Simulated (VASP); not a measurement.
# BF (P1) in VASP: settings compared

The runs below take BF through single point, with PBE, r2SCAN.

Program: VASP 6.6.1. These are calculated values, not measurements. Logs are shortened: lines on timing, memory, paths and dates and some standing lists are left out, and cuts for length are marked.

### 1 The cell of the first run

The typed cell holds 2 atoms: a = 3.059 Å, b = 3.059 Å, c = 3.059 Å, α = 116.01°, β = 116.01°, γ = 97.07°.

### 2 Single point, PBE

Input file INCAR:

```
PREC = Accurate ; ENCUT = 520
EDIFF = 1E-6 ; ISMEAR = 1
SIGMA = 0.05 ; LREAL = F
LASPH = T ; NELM = 60
ALGO = Normal ; ISIF = 2
LWAVE = F ; LCHARG = T
GGA = PE ; LELF = T
LVHAR = T ; NBANDS = 12
```

Input file KPOINTS:

```
Automatic mesh
0
Gamma
  8 8 8
```

Input file POSCAR:

```
BF
1.0
   -1.6211298600      1.6211298600      2.0258349400
    1.6211298600     -1.6211298600      2.0258349400
    1.6211298600      1.6211298600     -2.0258349400
B F
1 1
Direct
   -0.0016280000     -0.0043440000      0.0129690000
    0.5113200000      0.5006440000     -0.0102550000
```

Potentials or basis: VASP PAW PBE potentials, release 64 (B, F).

The run is started by

```console
> cat potpaw_PBE.64/B/POTCAR potpaw_PBE.64/F/POTCAR > POTCAR
> mpirun -np 1 vasp_std > vasp.out
```

OUTCAR:

```text
PREC = Accurate
   ENCUT = 520
   EDIFF = 1E-6
   ISMEAR = 1
   LREAL = F
   LASPH = T
   NELM = 60
   ISIF = 2
   GGA = PE

 ion  position               nearest neighbor table
   1  0.998  0.996  0.013-   2 1.94
   2  0.511  0.501  0.990-   1 1.94

  LATTYP: Found a body centered tetragonal cell.
 ALAT       =     3.2422597200
 C/A-ratio  =     1.2496438379

  Lattice vectors:

 A1 = (  -1.6211298600,   1.6211298600,   2.0258349400)
 A2 = (   1.6211298600,  -1.6211298600,   2.0258349400)
 A3 = (   1.6211298600,   1.6211298600,  -2.0258349400)

Analysis of symmetry for initial positions (statically):
=====================================================================
 Subroutine PRICEL returns:
 Original cell was already a primitive cell.

 Routine SETGRP: Setting up the symmetry group for a
 body centered tetragonal supercell.

 Subroutine GETGRP returns: Found  1 space group operations
 (whereof  1 operations were pure point group operations)
 out of a pool of 16 trial point group operations.

The static configuration has the point symmetry C_1 .

Analysis of symmetry for dynamics (positions and initial velocities):
=====================================================================
 Subroutine PRICEL returns:
 Original cell was already a primitive cell.

 Routine SETGRP: Setting up the symmetry group for a
 body centered tetragonal supercell.

 Subroutine GETGRP returns: Found  1 space group operations
 (whereof  1 operations were pure point group operations)
 out of a pool of 16 trial point group operations.

The dynamic configuration has the point symmetry C_1 .

 Subroutine INISYM returns: Found  1 space group operations
 (whereof  1 operations are pure point group operations),
 and found     1 'primitive' translations

----------------------------------------------------------------------------------------

                                     Primitive cell

  volume of cell :      21.2961

  direct lattice vectors                    reciprocal lattice vectors
    -1.621129860  1.621129860  2.025834940     0.000000000  0.308426865  0.246811816
     1.621129860 -1.621129860  2.025834940     0.308426865  0.000000000  0.246811816
     1.621129860  1.621129860 -2.025834940     0.308426865  0.308426865  0.000000000

  length of vectors
     3.059433158  3.059433158  3.059433158     0.395023041  0.395023041  0.436181455

  position of ions in fractional coordinates (direct lattice)
     0.998372000  0.995656000  0.012969000
     0.511320000  0.500644000  0.989745000

[... 73 lines left out ...]
   LASPH  =      T    aspherical Exc in radial PAW
   ENCUT  =  520.0 eV  38.22 Ry    6.18 a.u.   5.69  5.69  5.69*2*pi/ulx,y,z
   NELM   =     60;   NELMIN=  2; NELMDL= -5     # of ELM steps
   EDIFF  = 0.1E-05   stopping-criterion for ELM
   LREAL  =      F    real-space projection
[... 7 lines left out ...]
   TEBEG  =    0.0;   TEEND  =   0.0 temperature during run
   PSTRESS=    0.0 pullay stress
   NELECT =      10.0000    total number of electrons
   NUPDOWN=      -1.0000    fix difference up-down
   EMIN   =  10.00;   EMAX   =-10.00  energy-range for DOS
   EFERMI =   0.00;   METHOD = LEGACY
   ISMEAR =     1;   SIGMA  =   0.05  broadening in eV -4-tet -1-fermi 0-gaus
   EFERMI_NEDOS =   21; number of points for ismear=-14 and -15
   IALGO  =     38    algorithm
   IMIX   =      4    mixing-type and parameters
     AMIX     =   0.40;   BMIX     =  1.00
     AMIX_MAG =   1.60;   BMIX_MAG =  1.00
  volume/ion in A,a.u.               =      10.65        71.86
  Fermi-wavevector in a.u.,A,eV,Ry     =   1.272453  2.404587 22.029677  1.619136
  Thomas-Fermi vector in A             =   2.405330
   LORBIT       =      0    0 simple, 1 ext, 2 COOP (PROOUT), +10 PAW based schemes
   GGA     = PE    functional components
   LHFCALC =     F    Hartree Fock is set to
   AEXX    =    0.0000 exact exchange contribution
   IVDW    =     0    specifies the selected vdW correction
   LEPSILON=     F    determine dielectric tensor
   LRPA    =     F    only Hartree local field effects (RPA)
 non-spin polarized calculation
 Methfessel and Paxton  Order N= 1 SIGMA  =   0.05
  energy-cutoff  :      520.00
  volume of cell :       21.30
 maximum number of plane-waves:       588
   NGX = 11   NGY = 11   NGZ = 11

 number of electron      10.0000001 magnetization

 Free energy of the ion-electron system (eV)
  ---------------------------------------------------
  ext. energy  EPLUGINS =         0.00000000
  ---------------------------------------------------
  free energy    TOTEN  =        -6.48999075 eV

  energy without entropy =       -6.49011180  energy(sigma->0) =       -6.49003110

 E-fermi :   2.8186     XC(G=0): -10.1902

 val. band max:        2.7856902564   @ k =   0.1250   0.3750   0.3750
 cond. band min:       3.3732440545   @ k =   0.5000  -0.0000   0.0000
 fundamental gap:      0.5875537981
 Fermi energy:         2.8185892604

 k-point     1 :       0.0000    0.0000    0.0000
  band No.  band energies     occupation
      1     -21.8937      2.00000
      2      -3.1737      2.00000
      3      -2.6974      2.00000
      4      -2.1943      2.00000
      5      -2.1849      2.00000
      6       7.5696      0.00000
      7       7.5805      0.00000
      8       9.5547      0.00000
      9      18.0097      0.00000
     10      18.0437      0.00000
     11      19.0941      0.00000
     12      19.7467      0.00000
[... 331 lines left out ...]
 k-point    24 :       0.1250    0.2500   -0.3750
  band No.  band energies     occupation
      1     -21.5836      2.00000
      2      -5.6401      2.00000
      3      -2.7692      2.00000
      4      -2.4499      2.00000
      5       1.2924      2.00000
      6       5.2068      0.00000
      7       6.4141      0.00000
      8       7.2545      0.00000
      9      16.4345      0.00000
     10      20.3027      0.00000
     11      20.9671      0.00000
     12      22.0631      0.00000

 [... further k-points ...]
[... 5 lines left out ...]
  --------------------------------------------------------------------------------------
  -------------------------------------------------------------------------------------
  Total        1.3490586      1.3422718      2.2524652     -0.0117502     -0.0239148     -0.0488049
  in kB      101.4943206    100.9837282    169.4607104     -0.8840059     -1.7991958     -3.6717612
  external PRESSURE =     123.9795864 kB  Pullay stress =       0.0000000 kB

 VOLUME and BASIS-vectors are now :
 -----------------------------------------------------------------------------
  energy-cutoff  :      520.00
  volume of cell :       21.30
      direct lattice vectors                 reciprocal lattice vectors
    -1.621129860  1.621129860  2.025834940     0.000000000  0.308426865  0.246811816
     1.621129860 -1.621129860  2.025834940     0.308426865  0.000000000  0.246811816
     1.621129860  1.621129860 -2.025834940     0.308426865  0.308426865  0.000000000

 POSITION                                       TOTAL-FORCE (eV/Angst)
 -----------------------------------------------------------------------------------
      0.01662      0.02543      4.01330         0.051946      0.026235     -0.653757
      1.58720      1.62181      0.04501        -0.051946     -0.026235      0.653757
 -----------------------------------------------------------------------------------
    total drift:                                0.000006     -0.000037     -0.000018

  FREE ENERGIE OF THE ION-ELECTRON SYSTEM (eV)
  ---------------------------------------------------
  free  energy   TOTEN  =        -6.4899907468 eV

  energy  without entropy=       -6.4901117975  energy(sigma->0) =       -6.49003110
```

OSZICAR:

```text
N       E                     dE             d eps       ncg     rms          rms(c)
DAV:   1     0.297176247890E+02    0.29718E+02   -0.58671E+03  6352   0.791E+02
DAV:   2    -0.604592712003E+01   -0.35764E+02   -0.34686E+02  7596   0.167E+02
DAV:   3    -0.696516845834E+01   -0.91924E+00   -0.91805E+00  7648   0.236E+01
DAV:   4    -0.696762892954E+01   -0.24605E-02   -0.24604E-02  6804   0.136E+00
DAV:   5    -0.696763623701E+01   -0.73075E-05   -0.73072E-05  7664   0.641E-02    0.451E+00
DAV:   6    -0.653579930328E+01    0.43184E+00   -0.48245E+00  6624   0.134E+01    0.217E+00
DAV:   7    -0.649112435627E+01    0.44675E-01   -0.37584E-01  6636   0.389E+00    0.642E-01
DAV:   8    -0.649010977389E+01    0.10146E-02   -0.24894E-02  6520   0.121E+00    0.101E-01
DAV:   9    -0.648983053213E+01    0.27924E-03   -0.10676E-03  7528   0.205E-01    0.530E-02
DAV:  10    -0.648999264524E+01   -0.16211E-03   -0.21575E-04  6428   0.110E-01    0.119E-02
DAV:  11    -0.648999128051E+01    0.13647E-05   -0.19841E-05  7864   0.245E-02    0.606E-03
DAV:  12    -0.648999074677E+01    0.53374E-06   -0.15831E-06  6104   0.110E-02
   1 F= -.64899907E+01 E0= -.64900311E+01  d E =0.121051E-03
```

stdout:

```text
POSCAR found type information on POSCAR B F
 POSCAR found :  2 types and       2 ions
 scaLAPACK will be used
 LDA part: xc-table for (Slater+PW92), standard interpolation
 POSCAR, INCAR and KPOINTS ok, starting setup
 FFT: planning ... GRIDC
 FFT: planning ... GRID_SOFT
 FFT: planning ... GRID
 WAVECAR not read
 entering main loop
```

Run time: 14 s. Hardware: 1 thread of Intel Xeon 6975P-C (Granite Rapids), shared host; peak memory 0.17 GiB.

What came out:

- Free energy: -6.4900 eV
- Pressure: 12.4 GPa
- Largest force: 0.656 eV/Å
- Band gap on the k mesh: 0.59 eV, indirect (least direct gap 0.60 eV)

Forces on the atoms (eV/Å):
```
B    0.052  0.026 -0.654
F   -0.052 -0.026  0.654
```

Stress tensor (GPa, compression positive):
```
10.15 -0.09 -0.37
-0.09 10.10 -0.18
-0.37 -0.18 16.95
```

### 3 Single point, PBE

Input file INCAR:

```
  PREC = Accurate
  ENCUT = 520
  EDIFF = 1E-6
  ISMEAR = 1
  SIGMA = 0.05
  LREAL = False
  LASPH = True
  NELM = 60
  ALGO = Normal
  ISIF = 2
  LWAVE = False
  LCHARG = False
  GGA = PE
  NBANDS = 12
```

Input file KPOINTS:

```
Automatic mesh
0
Gamma
  9 9 10
```

POSCAR is that of step 2.

Potentials or basis: VASP PAW PBE potentials, release 64 (B, F).

The run is started by

```console
> cat potpaw_PBE.64/B/POTCAR potpaw_PBE.64/F/POTCAR > POTCAR
> mpirun -np 1 vasp_std > vasp.out
```

OUTCAR:

```text
PREC = Accurate
   ENCUT = 520
   EDIFF = 1E-6
   ISMEAR = 1
   LREAL = False
   LASPH = True
   NELM = 60
   ISIF = 2
   GGA = PE

 ion  position               nearest neighbor table
   1  0.998  0.996  0.013-   2 1.94
   2  0.511  0.501  0.990-   1 1.94

  LATTYP: Found a body centered tetragonal cell.
 ALAT       =     3.2422597200
 C/A-ratio  =     1.2496438379

  Lattice vectors:

 A1 = (  -1.6211298600,   1.6211298600,   2.0258349400)
 A2 = (   1.6211298600,  -1.6211298600,   2.0258349400)
 A3 = (   1.6211298600,   1.6211298600,  -2.0258349400)

Analysis of symmetry for initial positions (statically):
=====================================================================
 Subroutine PRICEL returns:
 Original cell was already a primitive cell.

 Routine SETGRP: Setting up the symmetry group for a
 body centered tetragonal supercell.

 Subroutine GETGRP returns: Found  1 space group operations
 (whereof  1 operations were pure point group operations)
 out of a pool of 16 trial point group operations.

The static configuration has the point symmetry C_1 .

[... 186 lines left out ...]
 fundamental gap:      0.0615866765
 Fermi energy:         3.1488609125

 k-point     1 :       0.0000    0.0000    0.0000
  band No.  band energies     occupation
      1     -21.8880      2.00000
      2      -3.1685      2.00000
      3      -2.6953      2.00000
      4      -2.1883      2.00000
      5      -2.1790      2.00000
      6       7.5704      0.00000
      7       7.5814      0.00000
      8       9.5568      0.00000
      9      18.0111      0.00000
     10      18.0451      0.00000
     11      19.0956      0.00000
     12      19.7488      0.00000
[... 331 lines left out ...]
 k-point    24 :      -0.0000    0.3333    0.0000
  band No.  band energies     occupation
      1     -21.5655      2.00000
      2      -5.8195      2.00000
      3      -2.5226      2.00000
      4      -2.4087      2.00000
      5       1.2560      2.00000
      6       4.9308      0.00000
      7       6.2396      0.00000
      8       7.4898      0.00000
      9      16.4529      0.00000
     10      20.8095      0.00000
     11      21.1927      0.00000
     12      21.9041      0.00000

 [... further k-points ...]
[... 5 lines left out ...]
  --------------------------------------------------------------------------------------
  -------------------------------------------------------------------------------------
  Total        1.3782163      1.3696072      2.2769079     -0.0086517     -0.0161276     -0.0371639
  in kB      103.6879515    103.0402601    171.2996155     -0.6508948     -1.2133339     -2.7959701
  external PRESSURE =     126.0092757 kB  Pullay stress =       0.0000000 kB

 VOLUME and BASIS-vectors are now :
 -----------------------------------------------------------------------------
  energy-cutoff  :      520.00
  volume of cell :       21.30
      direct lattice vectors                 reciprocal lattice vectors
    -1.621129860  1.621129860  2.025834940     0.000000000  0.308426865  0.246811816
     1.621129860 -1.621129860  2.025834940     0.308426865  0.000000000  0.246811816
     1.621129860  1.621129860 -2.025834940     0.308426865  0.308426865  0.000000000

 POSITION                                       TOTAL-FORCE (eV/Angst)
 -----------------------------------------------------------------------------------
      0.01662      0.02543      4.01330         0.064014      0.031269     -0.654902
      1.58720      1.62181      0.04501        -0.064014     -0.031269      0.654902
 -----------------------------------------------------------------------------------
    total drift:                               -0.000002     -0.000030     -0.000037

  FREE ENERGIE OF THE ION-ELECTRON SYSTEM (eV)
  ---------------------------------------------------
  free  energy   TOTEN  =        -6.4838650577 eV

  energy  without entropy=       -6.4839138295  energy(sigma->0) =       -6.48388131
```

stdout:

```text
POSCAR found type information on POSCAR B F
 POSCAR found :  2 types and       2 ions
 scaLAPACK will be used
 LDA part: xc-table for (Slater+PW92), standard interpolation
 -----------------------------------------------------------------------------
|                                                                             |
|           W    W    AA    RRRRR   N    N  II  N    N   GGGG   !!!           |
|           W    W   A  A   R    R  NN   N  II  NN   N  G    G  !!!           |
|           W    W  A    A  R    R  N N  N  II  N N  N  G       !!!           |
|           W WW W  AAAAAA  RRRRR   N  N N  II  N  N N  G  GGG   !            |
|           WW  WW  A    A  R   R   N   NN  II  N   NN  G    G                |
|           W    W  A    A  R    R  N    N  II  N    N   GGGG   !!!           |
|                                                                             |
|     Your reciprocal lattice and k-lattice belong to different lattice       |
|     classes:                                                                |
|                                                                             |
|        The reciprocal lattice is body-centered tetragonal,                  |
|        whereas your k-lattice is base-centered monoclinic.                  |
|                                                                             |
|     Results are often still useful ...                                      |
|                                                                             |
 -----------------------------------------------------------------------------

 POSCAR, INCAR and KPOINTS ok, starting setup
 FFT: planning ... GRIDC
 FFT: planning ... GRID_SOFT
 FFT: planning ... GRID
 WAVECAR not read
 entering main loop
```

It took 22 s on 1 thread of Intel Xeon 6975P-C (Granite Rapids), shared host; peak memory 0.21 GiB.

What came out:

- Free energy: -6.4839 eV
- Pressure: 12.6 GPa
- Largest force: 0.659 eV/Å
- Band gap on the k mesh: 0.06 eV, direct

Forces on the atoms (eV/Å):
```
B    0.064  0.031 -0.655
F   -0.064 -0.031  0.655
```

Stress tensor (GPa, compression positive):
```
10.37 -0.07 -0.28
-0.07 10.30 -0.12
-0.28 -0.12 17.13
```

A k mesh can miss the band edges.

### 4 Single point, r2SCAN

POSCAR is that of step 3.

Input file INCAR.step1:

```
ALGO = Normal ; EDIFF = 1E-4
ENCUT = 520 ; GGA = PE
ISMEAR = -1 ; LASPH = True
LCHARG = False ; LREAL = False
LWAVE = True ; NBANDS = 12
NELM = 80 ; PREC = Accurate
SIGMA = 0.05
```

Input file INCAR.step2:

```
ALGO = Normal ; EDIFF = 1E-7
ENCUT = 520 ; ISIF = 2
ISMEAR = -1 ; ISTART = 1
LASPH = True ; LCHARG = False
LMIXTAU = True ; LREAL = False
LWAVE = False ; METAGGA = R2SCAN
NBANDS = 12 ; NELM = 80
PREC = Accurate ; SIGMA = 0.05
```

Input file KPOINTS:

```
k-points
0
Gamma
  8 8 8
```

The run is started by

```console
> cat potpaw_PBE.64/B/POTCAR potpaw_PBE.64/F/POTCAR > POTCAR
> cp INCAR.step1 INCAR
> mpirun -np 1 vasp_std > vasp.out
> cp INCAR.step2 INCAR
> mpirun -np 1 vasp_std > vasp.out
```

It took 61 s on 1 thread of Intel Xeon 6975P-C (Granite Rapids), shared host; peak memory 0.18 GiB.

The run converged. Its results:

- Free energy: -8.3884 eV
- Pressure: 13.5 GPa
- Largest force: 0.781 eV/Å
- Band gap on the k mesh: 0.31 eV, direct

Forces in eV/Å, atoms in the order of the input:
```
B    0.051  0.026 -0.778
F   -0.051 -0.026  0.778
```

Stress tensor (GPa, compression positive):
```
11.04 -0.11 -0.45
-0.11 10.98 -0.22
-0.45 -0.22 18.35
```

Levels at points of the mesh, in eV from the valence-band top:
```tsv
k point	band 2	band 3	band 4	band 5	band 6	band 7	band 8	band 9
(0.00, 0.00, 0.00)	-6.53	-5.96	-5.53	-5.52	5.05	5.07	7.18	15.81
(0.50, 0.00, 0.00)	-9.75	-5.83	-5.82	0.00	0.31	3.25	4.33	14.30
(0.00, 0.50, 0.00)	-9.76	-5.82	-5.82	-0.01	0.32	3.25	4.33	14.31
(0.00, 0.50, 0.50)	-9.72	-5.85	-5.81	-0.03	0.32	3.22	4.31	14.31
(0.50, 0.00, 0.50)	-9.71	-5.85	-5.81	-0.07	0.34	3.21	4.30	14.32
(0.50, 0.50, 0.00)	-8.38	-7.40	-6.10	-3.56	2.96	4.40	6.39	10.31
(0.00, 0.00, 0.50)	-8.40	-7.40	-6.09	-3.56	2.97	4.39	6.43	10.26
(0.50, 0.50, 0.50)	-8.79	-6.86	-6.85	-3.34	4.31	4.37	4.95	8.79
```

Caveat: the PAW data sets were made with another functional, which shifts forces and pressure a little.

### 5 The runs side by side

```csv
level,k mesh,smearing,gap on the mesh (eV),pressure (GPa),largest force (eV/Å)
PBE,8 × 8 × 8,methfessel-paxton 0.05 eV,0.59,12.4,0.66
PBE,9 × 9 × 10,methfessel-paxton 0.05 eV,0.06,12.6,0.66
r2SCAN,8 × 8 × 8,fermi-dirac 0.05 eV,0.31,13.5,0.78
```

Alike in all rows: task single point; potentials or basis VASP PAW PBE potentials, release 64 (B, F); no spin polarisation; cell as given; cutoff (eV) 520.

On the cell as given the gap runs from 0.06 eV (PBE) to 0.59 eV (PBE); the meshes differ, which moves gaps too. The pressure there spans 12.4 GPa (PBE) to 13.5 GPa (r2SCAN); a positive pressure means that this level wants a larger cell, a negative one a smaller.

Caveats: the PAW data sets were made with another functional, which shifts forces and pressure a little (some runs).

Total energies depend on the potentials used, so only differences within one code and one set of settings carry meaning.
